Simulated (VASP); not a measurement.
Write the native input for VASP 6.6.1 that does the following.

```
Task                   : single point
Functional             : PBE
Potentials or basis    : VASP PAW PBE potentials, release 64 (Cu)
Cutoff                 : 520 eV
k mesh                 : 24 × 24 × 24
Occupations            : gaussian, width 0.15 eV
Spin                   : no spin polarisation
Dipole correction      : no
Further INCAR settings : ALGO = Fast; EDIFF = 1e-06; NBANDS = 12
```

The structure of Cu lies in POSCAR:

```
Cu
1.0
   -1.4465714014      1.4465714014      1.3569446193
    1.4465714014     -1.4465714014      1.3569446193
    1.4465714014      1.4465714014     -1.3569446193
Cu
1
Direct
    0.0000000000      0.0000000000      0.0000000000
```

This cell differs from its parent crystal: volume 11.358 Å^3 an atom, c/a of the conventional cell 0.9380.

One way to write it, as run:

INCAR

```
ALGO = Fast ; EDIFF = 1E-6
ENCUT = 520 ; GGA = PE
ISIF = 2 ; ISMEAR = 0
LASPH = T ; LCHARG = F
LREAL = F ; LWAVE = F
NBANDS = 12 ; NELM = 100
PREC = Accurate ; SIGMA = 0.15
```

KPOINTS

```
k-points
0
Gamma
  24 24 24
```

Potentials or basis: VASP PAW PBE potentials, release 64 (Cu).

Run with:

```bash
$ cat potpaw_PBE.64/Cu/POTCAR > POTCAR
$ mpirun -np 1 vasp_std > vasp.out
```

It gave:

The pressure is 9.7 GPa.

Run time: 84 s on 1 thread of Intel Xeon 6975P-C (shared host), peak memory 0.24 GiB.
